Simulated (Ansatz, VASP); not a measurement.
## Mg6F in VASP and in Ansatz

Contents of INCAR:

```
PREC = Accurate
ENCUT = 520
EDIFF = 1E-6
ISMEAR = 0
SIGMA = 0.1
LREAL = False
LASPH = True
NELM = 60
ALGO = Normal
ISIF = 2
LWAVE = False
LCHARG = False
LDIPOL = True
IDIPOL = 3
DIPOL = 0.5 0.5 0.318
GGA = PE
NBANDS = 18
```

File KPOINTS:

```
regular mesh
0
Gamma
  9 4 1
```

The input POSCAR:

```
Mg6F
1.0
    3.2034417932      0.0000000000      0.0000000000
   -1.6017208966      7.8153198520      0.0000000000
    0.0000000000      0.0000000000     20.9851131634
Mg F
6 1
Direct
    0.8493879956      0.6987759913      0.1906113143
    0.5210014932      0.0420029864      0.2197581863
    0.1926149907      0.3852299814      0.2489050583
    0.3710660944      0.7414803149      0.3283003664
    0.0426232582      0.0834482649      0.3542380799
    0.7128162912      0.4251093731      0.3805132287
    0.7128162912      0.4251093731      0.5010748849
```

Input for Ansatz:

```yaml
crystal:
  lattice:
    - [3.2034417932, 0.0, 0.0]
    - [-1.6017208966, 7.815319852, 0.0]
    - [0.0, 0.0, 20.9851131634]
  atoms:
    - { symbol: Mg, position: [0.8493879956, 0.6987759913, 0.1906113143] }
    - { symbol: Mg, position: [0.5210014932, 0.0420029864, 0.2197581863] }
    - { symbol: Mg, position: [0.1926149907, 0.3852299814, 0.2489050583] }
    - { symbol: Mg, position: [0.3710660944, 0.7414803149, 0.3283003664] }
    - { symbol: Mg, position: [0.0426232582, 0.0834482649, 0.3542380799] }
    - { symbol: Mg, position: [0.7128162912, 0.4251093731, 0.3805132287] }
    - { symbol: F, position: [0.7128162912, 0.4251093731, 0.5010748849] }
basis:
  ecutwfc: 420
kpoints:
  mp_grid: { grid: [9, 4, 1] }
hamiltonian:
  xc: pbe
scf:
  occupations: { method: gaussian, width: 0.1 }
output:
  forces: true
  eigenvalues: true
efield:
  axis: 3
  dipole_correction: true
  ramp_width: 0.04
```

Alike in both runs: task single point; functional PBE; k mesh 9 × 4 × 1; occupations gaussian, width 0.1 eV; no spin polarisation.

|  | VASP | Ansatz |
| --- | --- | --- |
| version | VASP 6.6.1 | Ansatz 0.2.0 |
| potentials or method | VASP PAW PBE potentials, release 64 (Mg, F), cutoff 520 eV | scalar-relativistic, plane waves, PAW |
| valence electrons in the cell | 19 | 67 |

```tsv
	VASP	Ansatz	Ansatz less VASP
gap on the k mesh at the Fermi level (eV)	none	none	-
rms of the force components (eV/Å)	0.769	0.773	+0.0041
```

Atom by atom the forces differ by 0.005 eV/Å (rms over components). A gap of «none» marks a metal or a gap that the smearing closes. VASP's potentials hold 19 valence electrons a cell and Ansatz's 67, so a difference there can come from the potentials and not from the codes.
